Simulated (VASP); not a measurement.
Here is a VASP 6.6.1 calculation.

The input INCAR:

```
SYSTEM = PbO
PREC     = Accurate       ! precision mode
ENCUT    = 520            ! plane-wave cutoff, eV
EDIFF    = 1E-6           ! SCF threshold, eV
ISMEAR   = 0              ! smearing method
SIGMA    = 0.01           ! smearing width, eV
LREAL    = .False.        ! projectors in reciprocal space
LASPH    = .True.         ! aspherical terms in the spheres
NELM     = 60             ! most SCF steps
ALGO     = Normal         ! electronic algorithm
ISIF     = 2              ! what is computed and relaxed
LWAVE    = .False.        ! write WAVECAR
LCHARG   = .True.         ! write CHGCAR
GGA      = PE             ! functional
LELF     = .True.         ! ELF
LVHAR    = .True.       
NBANDS   = 17             ! bands
```

The input KPOINTS:

```
Automatic mesh
0
Gamma
  6 6 6
  0 0 0
```

POSCAR

```
PbO
1.0
    0.0000000000      2.8597814213      2.8597814213
    2.8597814213      0.0000000000      2.8597814213
    2.8597814213      2.8597814213      0.0000000000
Pb O
1 1
Direct
    0.0000000000      0.0000000000      0.0000000000
    0.2500000000      0.2500000000      0.2500000000
```

Potentials or basis: VASP PAW PBE potentials, release 64 (Pb_d, O).

Launch:

```sh
$ cat potpaw_PBE.64/Pb_d/POTCAR potpaw_PBE.64/O/POTCAR > POTCAR
$ mpirun -np 1 vasp_std > vasp.out
```

**Question.** Estimate the pressure.

**Answer.** -1.8 GPa.

**Question.** Estimate the band gap on the k mesh.

**Answer.** 0.63 eV, indirect (least direct gap 0.77 eV).

Caveat: spin-orbit coupling is left out, which moves the levels of the heavy elements. A k mesh can miss the band edges.
